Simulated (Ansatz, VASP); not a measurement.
**One calculation of InP3, two programs**

```xyz
8
Lattice="3.7415 2.1602 3.0997 -3.7415 2.1602 3.0997 0.0000 -4.3203 3.0997" Properties=species:S:1:pos:R:3 pbc="T T T"
In    0.0000    0.0000    2.5131
In    0.0000    0.0000    6.7860
P     2.0713   -1.1958    5.7074
P     0.0000    2.3917    5.7074
P    -2.0713   -1.1958    5.7074
P    -2.0713    1.1958    3.5917
P     2.0713    1.1958    3.5917
P     0.0000   -2.3917    3.5917
```

Change from the starting cell: strain +0.000 along x and y, -0.080 along z, atoms carried along.

Alike in both runs: task single point; functional r2SCAN; k mesh 6 × 6 × 6; occupations gaussian, width 0.15 eV; no spin polarisation.

```csv
,VASP,Ansatz
version,VASP 6.6.1,Ansatz 0.2.0
potentials or method,"VASP PAW PBE potentials, release 64 (In_d, P), cutoff 550 eV","scalar-relativistic, plane waves, PAW"
valence electrons in the cell,56,56
```

|  | VASP | Ansatz | Ansatz less VASP |
| --- | --- | --- | --- |
| gap on the k mesh at the Fermi level (eV) | none | none | - |
| pressure (GPa) | 6.0 | 6.5 | +0.42 |
| traceless stress, the component that is largest in VASP (GPa) | 3.51 | 3.31 | -0.194 |
| rms of the force components (eV/Å) | 0.313 | 0.361 | +0.0474 |

VASP's potentials were made for PBE, not for r2SCAN. Atom by atom the forces differ by 0.054 eV/Å (rms over components). A gap of «none» marks a metal or a gap that the smearing closes.
